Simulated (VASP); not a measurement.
Input of a VASP 6.6.1 run:

The input INCAR:

```
SYSTEM = Al4BSbP2
PREC     = Accurate       ! precision mode
ENCUT    = 520            ! plane-wave cutoff, eV
EDIFF    = 1E-7           ! SCF threshold, eV
ISMEAR   = 0              ! smearing method
SIGMA    = 0.1            ! smearing width, eV
LREAL    = Auto         
LASPH    = .True.         ! aspherical terms in the spheres
NELM     = 100            ! most SCF steps
ALGO     = Normal         ! electronic algorithm
ISIF     = 2              ! what is computed and relaxed
LWAVE    = .False.        ! write WAVECAR
LCHARG   = .False.        ! write CHGCAR
GGA      = PE             ! functional
NBANDS   = 44             ! bands
```

File KPOINTS:

```
Automatic mesh
0
Gamma
  4 6 6
  0 0 0
```

The input POSCAR:

```
Al4BSbP2
1.0
    7.2702193027      0.0000000000      0.0000000000
    0.0000000000      6.9473808625      0.0000000000
    0.0000000000      0.0000000000      6.6102215365
Al B Sb P
8 2 2 4
Direct
    0.7998203302      0.6518450600      0.8586591210
    0.0000000000      0.1297363938      0.9251846378
    0.0000000000      0.8001035831      0.3244962351
    0.2001796698      0.6518450600      0.8586591210
    0.7001796698      0.3481549400      0.3586591210
    0.5000000000      0.8702636062      0.4251846378
    0.5000000000      0.1998964169      0.8244962351
    0.2998203302      0.3481549400      0.3586591210
    0.0000000000      0.8342359355      0.0070822038
    0.5000000000      0.1657640645      0.5070822038
    0.0000000000      0.1465295028      0.5138884393
    0.5000000000      0.8534704972      0.0138884393
    0.7494663770      0.6591565922      0.5010151211
    0.2505336230      0.6591565922      0.5010151211
    0.7505336230      0.3408434078      1.0010151211
    0.2494663770      0.3408434078      1.0010151211
```

Potentials or basis: VASP PAW PBE potentials, release 64 (Al, B, Sb, P).

The run is started by

```bash
$ cat potpaw_PBE.64/Al/POTCAR potpaw_PBE.64/B/POTCAR potpaw_PBE.64/Sb/POTCAR potpaw_PBE.64/P/POTCAR > POTCAR
$ mpirun -np 1 vasp_std > vasp.out
```

Q: What does it give for the pressure?

A: 0.0 GPa.

Q: What does it give for the band gap on the k mesh?

A: Zero (bands 30 and 31 overlap by 1.12 eV).

Q: Predict the largest force.

A: 0.026 eV/Å.

Forces on the atoms (eV/Å):
```
Al   0.011 -0.012 -0.008
Al   0.000  0.004  0.005
Al   0.000 -0.025  0.008
Al  -0.011 -0.012 -0.008
Al  -0.011  0.012 -0.008
Al   0.000 -0.004  0.005
Al   0.000  0.025  0.008
Al   0.011  0.012 -0.008
B    0.000  0.007  0.001
B    0.000 -0.007  0.001
Sb   0.000 -0.005  0.011
Sb   0.000  0.005  0.011
P    0.004 -0.001 -0.004
P   -0.004 -0.001 -0.004
P   -0.004  0.001 -0.004
P    0.004  0.001 -0.004
```

Caveat: spin-orbit coupling is left out, which moves the levels of the heavy elements.
